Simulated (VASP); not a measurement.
A run of VASP 6.6.1 is set up as follows.

Contents of INCAR:

```
PREC = Accurate
ENCUT = 600
EDIFF = 1E-6
ISMEAR = 0
SIGMA = 0.05
LREAL = F
LASPH = T
NELM = 120
ALGO = Normal
ISIF = 2
LWAVE = F
LCHARG = T
GGA = PE
LVHAR = T
NBANDS = 55
GGA_COMPAT = F
KPAR = 4
```

KPOINTS

```
Automatic mesh
0
Gamma
  10 10 6
```

Contents of POSCAR:

```
Ga2O3
1.0
    6.3831163293     -1.5803004363      0.0114924410
    6.3831163293      1.5803004363      0.0114924410
   -1.4377915505      0.0000000000      5.7076941939
Ga O
4 6
Direct
    0.0899134338      0.0899134338      0.7947233214
    0.9100865662      0.9100865662      0.2052766786
    0.6585007298      0.6585007298      0.3141978958
    0.3414992702      0.3414992702      0.6858021042
    0.1634883771      0.1634883771      0.1092060624
    0.8365116229      0.8365116229      0.8907939376
    0.1737013129      0.1737013129      0.5643594349
    0.8262986871      0.8262986871      0.4356405651
    0.4960195696      0.4960195696      0.2566813611
    0.5039804304      0.5039804304      0.7433186389
```

Potentials or basis: VASP PAW PBE potentials, release 64 (Ga_d, O).

Run with:

```sh
$ cat potpaw_PBE.64/Ga_d/POTCAR potpaw_PBE.64/O/POTCAR > POTCAR
$ mpirun -np 4 vasp_std > vasp.out
```

(1) What does it give for the pressure?

(2) What does it give for the largest force?

(3) What does it give for the band gap on the k mesh?

## Answers

(1) -7.6 GPa.

(2) 0.487 eV/Å.

(3) 1.46 eV.

Caveat: the cell differs from its parent crystal (strain +0.025 along x and y, +0.000 along z); the stress differs along the axes, from -11 to -3 GPa.
